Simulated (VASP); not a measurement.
# Be (Pc) in VASP: single point with PBE

Aim: the single point of Be with PBE.

Everything below comes from runs of VASP 6.6.1. Logs are shortened: lines on timing, memory, paths and dates and some standing lists are left out, and cuts for length are marked.

## 1. The cell of the first run

The structure is monoclinic, space group Pc (No. 7). Conventional cell: a = 2.251 Å, b = 3.811 Å, c = 4.043 Å, α = 90.00°, β = 118.95°, γ = 90.00°. Within 2.5 Å of Be (site symmetry 1) lie 11 Be at 1.87 to 2.50 Å. Within 2.5 Å of Be (site symmetry 1) lie 11 Be at 1.87 to 2.50 Å.

## 2. Single point, PBE (strained and its atoms moved)

The input, INCAR:

```
PREC = Accurate
ENCUT = 520
EDIFF = 1E-7
ISMEAR = 0
SIGMA = 0.1
LREAL = False
LASPH = True
NELM = 60
ALGO = Fast
ISIF = 2
LWAVE = False
LCHARG = False
GGA = PE
NBANDS = 12
```

The input, KPOINTS:

```
Automatic mesh
0
Gamma
  10 10 16
```

The input, POSCAR:

```
Be
1.0
    3.8108845194      0.0000000000      0.0000000000
    0.0000000000      3.5471462819     -0.1498725600
    0.0000000000     -0.0912512000      2.2488401984
Be
4
Direct
    0.3308207075      0.3537390195     -0.0154732105
    0.7381409133      0.6462609805      0.0154732105
    0.1691792925      0.8537390195      0.4845267895
    0.7618590867      0.1462609805      0.5154732105
```

Potentials or basis: VASP PAW PBE potentials, release 64 (Be).

Started as:

```
$ cat potpaw_PBE.64/Be/POTCAR > POTCAR
$ mpirun -np 1 vasp_std > vasp.out
```

OUTCAR:

```text
PREC = Accurate
   ENCUT = 520
   EDIFF = 1E-7
   ISMEAR = 0
   LREAL = False
   LASPH = True
   NELM = 60
   ISIF = 2
   GGA = PE

 ion  position               nearest neighbor table
   1  0.331  0.354  0.985-   2 1.87   4 2.06   3 2.11   3 2.11   4 2.19   3 2.26   3 2.26
   2  0.738  0.646  0.015-   1 1.87   4 2.02   4 2.02   3 2.06   4 2.18   4 2.18   3 2.19
   3  0.169  0.854  0.485-   4 1.87   2 2.06   1 2.11   1 2.11   2 2.19   1 2.26   1 2.26
   4  0.762  0.146  0.515-   3 1.87   2 2.02   2 2.02   1 2.06   2 2.18   2 2.18   1 2.19

  LATTYP: Found a simple monoclinic cell.
 ALAT       =     2.2506907872
 B/A-ratio  =     1.6932066107
 C/A-ratio  =     1.5774317232
 COS(beta)  =    -0.0826867147

  Lattice vectors:

 A1 = (   0.0000000000,  -0.0912512000,   2.2488401984)
 A2 = (   3.8108845194,   0.0000000000,   0.0000000000)
 A3 = (   0.0000000000,   3.5471462819,  -0.1498725600)

Analysis of symmetry for initial positions (statically):
=====================================================================
 Subroutine PRICEL returns:
 Original cell was already a primitive cell.

 Routine SETGRP: Setting up the symmetry group for a
 simple monoclinic supercell.

 Subroutine GETGRP returns: Found  2 space group operations
 (whereof  1 operations were pure point group operations)
 out of a pool of  4 trial point group operations.

The static configuration has the point symmetry C_1 .
 The point group associated with its full space group is C_1h.

Analysis of symmetry for dynamics (positions and initial velocities):
=====================================================================
 Subroutine PRICEL returns:
 Original cell was already a primitive cell.

 Routine SETGRP: Setting up the symmetry group for a
 simple monoclinic supercell.

 Subroutine GETGRP returns: Found  2 space group operations
 (whereof  1 operations were pure point group operations)
 out of a pool of  4 trial point group operations.

The dynamic configuration has the point symmetry C_1 .
 The point group associated with its full space group is C_1h.

 Subroutine INISYM returns: Found  2 space group operations
 (whereof  1 operations are pure point group operations),
 and found     1 'primitive' translations

----------------------------------------------------------------------------------------

                                     Primitive cell

  volume of cell :      30.3472

  direct lattice vectors                    reciprocal lattice vectors
[... 105 lines left out ...]
   EFERMI =   0.00;   METHOD = LEGACY
   ISMEAR =     0;   SIGMA  =   0.10  broadening in eV -4-tet -1-fermi 0-gaus
   EFERMI_NEDOS =   21; number of points for ismear=-14 and -15
   IALGO  =     68    algorithm
   IMIX   =      4    mixing-type and parameters
     AMIX     =   0.40;   BMIX     =  1.00
     AMIX_MAG =   1.60;   BMIX_MAG =  1.00
  volume/ion in A,a.u.               =       7.59        51.20
  Fermi-wavevector in a.u.,A,eV,Ry     =   1.049700  1.983646 14.991867  1.101871
  Thomas-Fermi vector in A             =   2.184674
   LORBIT       =      0    0 simple, 1 ext, 2 COOP (PROOUT), +10 PAW based schemes
   GGA     = PE    functional components
   LHFCALC =     F    Hartree Fock is set to
   AEXX    =    0.0000 exact exchange contribution
   IVDW    =     0    specifies the selected vdW correction
   LEPSILON=     F    determine dielectric tensor
   LRPA    =     F    only Hartree local field effects (RPA)
 non-spin polarized calculation
 RMM-DIIS sequential band-by-band and
 Gauss-broadening in eV      SIGMA  =   0.10
  energy-cutoff  :      520.00
  volume of cell :       30.35
 maximum number of plane-waves:       832
   NGX = 15   NGY = 13   NGZ =  9

 number of electron       8.0000000 magnetization

 Free energy of the ion-electron system (eV)
  ---------------------------------------------------
  ext. energy  EPLUGINS =         0.00000000
  ---------------------------------------------------
  free energy    TOTEN  =       -13.76494177 eV

  energy without entropy =      -13.76255137  energy(sigma->0) =      -13.76374657

 E-fermi :   6.8935     XC(G=0): -10.7128

 val. band max:        6.8930686526   @ k =   0.1000   0.1000   0.5000
 cond. band min:       6.9050429354   @ k =   0.0000   0.2000   0.3125
 fundamental gap:      0.0119742828
 Fermi energy:         6.8935016783

 k-point     1 :       0.0000    0.0000    0.0000
  band No.  band energies     occupation
      1      -4.2004      2.00000
      2       1.7171      2.00000
      3       3.8584      2.00000
      4       4.9831      2.00000
      5       5.6100      2.00000
      6      12.2846      0.00000
      7      14.4847      0.00000
      8      15.1030      0.00000
      9      16.6944      0.00000
     10      16.8324      0.00000
     11      23.3343      0.00000
     12      24.4146      0.00000
[... 331 lines left out ...]
 k-point    24 :       0.5000    0.3000   -0.0000
  band No.  band energies     occupation
      1      -1.7105      2.00000
      2      -1.3765      2.00000
      3       1.5414      2.00000
      4       2.1071      2.00000
      5      13.4921      0.00000
      6      14.4372      0.00000
      7      15.2523      0.00000
      8      16.0551      0.00000
      9      19.1939      0.00000
     10      19.2191      0.00000
     11      20.1441      0.00000
     12      21.7914      0.00000

 [... further k-points ...]

------------------------ aborting loop because EDIFF is reached ----------------------------------------

  FORCE on cell =-STRESS in cart. coord.  units (eV):
  Direction    XX          YY          ZZ          XY          YZ          ZX
  --------------------------------------------------------------------------------------
  -------------------------------------------------------------------------------------
  Total        2.5589375      6.9611666     -0.1315645      0.0000000      3.5177142      0.0000000
  in kB      135.0989543    367.5143831     -6.9459423      0.0000000    185.7175127      0.0000000
  external PRESSURE =     165.2224651 kB  Pullay stress =       0.0000000 kB

 VOLUME and BASIS-vectors are now :
 -----------------------------------------------------------------------------
  energy-cutoff  :      520.00
  volume of cell :       30.35
      direct lattice vectors                 reciprocal lattice vectors
     3.810884519  0.000000000  0.000000000     0.262406272  0.000000000  0.000000000
     0.000000000  3.547146282 -0.149872560     0.000000000  0.282400924  0.011458984
     0.000000000 -0.091251200  2.248840198     0.000000000  0.018820434  0.445437336

 POSITION                                       TOTAL-FORCE (eV/Angst)
 -----------------------------------------------------------------------------------
      1.26072      1.16492      2.16103        -2.114862     -1.243768      0.326955
      2.81297      2.29097     -0.06206         0.716032      1.243768     -0.326955
      0.64472      2.98412      0.96167         2.114862     -1.243768      0.326955
      2.90336      0.47177      1.13730        -0.716032      1.243768     -0.326955
 -----------------------------------------------------------------------------------
    total drift:                               -0.000000     -0.000007      0.000003

  FREE ENERGIE OF THE ION-ELECTRON SYSTEM (eV)
  ---------------------------------------------------
  free  energy   TOTEN  =       -13.7649417667 eV

  energy  without entropy=      -13.7625513731  energy(sigma->0) =      -13.76374657
```

OSZICAR:

```text
N       E                     dE             d eps       ncg     rms          rms(c)
DAV:   1     0.211987067692E+01    0.21199E+01   -0.34027E+03 11808   0.564E+02
DAV:   2    -0.136691254316E+02   -0.15789E+02   -0.15118E+02 15500   0.103E+02
DAV:   3    -0.140838354789E+02   -0.41471E+00   -0.41021E+00 16180   0.115E+01
DAV:   4    -0.140850575301E+02   -0.12221E-02   -0.12218E-02 13992   0.728E-01
DAV:   5    -0.140850609034E+02   -0.33733E-05   -0.33734E-05 15748   0.347E-02    0.251E+00
RMM:   6    -0.138447794801E+02    0.24028E+00   -0.63412E-02 11850   0.185E+00    0.146E+00
RMM:   7    -0.137657537880E+02    0.79026E-01   -0.74194E-02 13228   0.146E+00    0.247E-01
RMM:   8    -0.137649856280E+02    0.76816E-03   -0.24934E-03 14239   0.420E-01    0.615E-02
RMM:   9    -0.137649471048E+02    0.38523E-04   -0.34282E-04 14690   0.168E-01    0.143E-02
RMM:  10    -0.137649408319E+02    0.62730E-05   -0.36923E-05 14597   0.563E-02    0.247E-03
RMM:  11    -0.137649415748E+02   -0.74294E-06   -0.46433E-06 14766   0.149E-02    0.134E-03
RMM:  12    -0.137649418463E+02   -0.27146E-06   -0.59088E-07 14723   0.655E-03    0.241E-04
RMM:  13    -0.137649417667E+02    0.79538E-07   -0.12731E-07 12572   0.241E-03
   1 F= -.13764942E+02 E0= -.13763747E+02  d E =-.239039E-02
```

Run time: 2.5 min. Hardware: 1 thread of Intel Xeon Platinum 8259CL at 2.50GHz (Skylake/Cascade Lake), shared host; peak memory 0.24 GiB.

What came out:

| Quantity | Value |
| --- | --- |
| Free energy | -13.7649 eV |
| Pressure | 16.5 GPa |
| Largest force | 2.475 eV/Å |
| Band gap on the k mesh | zero (band 4 reaches 7.58 eV, above the bottom of band 5 at 5.61 eV) |

Forces on the atoms (eV/Å):
```
Be  -2.115 -1.244  0.327
Be   0.716  1.244 -0.327
Be   2.115 -1.244  0.327
Be  -0.716  1.244 -0.327
```

Stress tensor (GPa, compression positive):
```
13.51  0.00  0.00
 0.00 36.75 18.57
 0.00 18.57 -0.69
```

Caveat: the cell differs from its parent crystal (strained and its atoms moved); forces of over 1 eV/Å act on the atoms, so gaps and moduli don't describe the material at rest.
